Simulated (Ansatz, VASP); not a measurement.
## Rh in VASP and in Ansatz

File INCAR:

```
SYSTEM = Rh
PREC = Accurate ; ENCUT = 600
EDIFF = 1E-6 ; ISMEAR = -1
SIGMA = 0.05 ; LREAL = .False.
LASPH = .True. ; NELM = 60
ALGO = Normal ; ISIF = 3
LWAVE = .False. ; LCHARG = .False.
GGA = RP ; IVDW = 13
IBRION = 2 ; NSW = 80
EDIFFG = -0.01
```

File KPOINTS:

```
regular mesh
0
Gamma
  12 12 12
  0 0 0
```

POSCAR

```
Rh
1.0
    0.0000000000      1.8978500000      1.8978500000
    1.8978500000      0.0000000000      1.8978500000
    1.8978500000      1.8978500000      0.0000000000
Rh
1
Direct
    0.0000000000      0.0000000000      0.0000000000
```

The input input.yaml:

```yaml
crystal:
  lattice:
    - [0.0, 1.89785, 1.89785]
    - [1.89785, 0.0, 1.89785]
    - [1.89785, 1.89785, 0.0]
  atoms:
    - { symbol: Rh, position: [0.0, 0.0, 0.0] }
kpoints:
  mp_grid: { grid: [12, 12, 12] }
scf:
  occupations: { method: fermi_dirac, width: 0.05 }
hamiltonian:
  xc: rpbe
  dispersion: d4
  pseudopotentials: { kind: all_electron, lapw: { basis_error: 0.001 } }
output:
  forces: true
  stress: true
relax:
  f_tol: 0.01
  max_steps: 60
  cell: {}
```

Alike in both runs: task relaxation of cell and atoms; functional RPBE; dispersion D4; k mesh 12 × 12 × 12; occupations fermi-dirac, width 0.05 eV; no spin polarisation.

|  | VASP | Ansatz |
| --- | --- | --- |
| version | VASP 6.6.1 | Ansatz 0.2.0 |
| potentials or method | VASP PAW PBE potentials, release 64 (Rh_pv), cutoff 600 eV | all-electron LAPW, scalar-relativistic |

```csv
,VASP,Ansatz,Ansatz less VASP
relaxed volume (Å³/atom),13.39,13.39,-0.001
relaxed cell length with the largest relative difference (Å),2.665,2.665,0.0000
```

VASP's potentials were made for PBE, not for RPBE. Ansatz ran all-electron here, and VASP with PAW potentials.
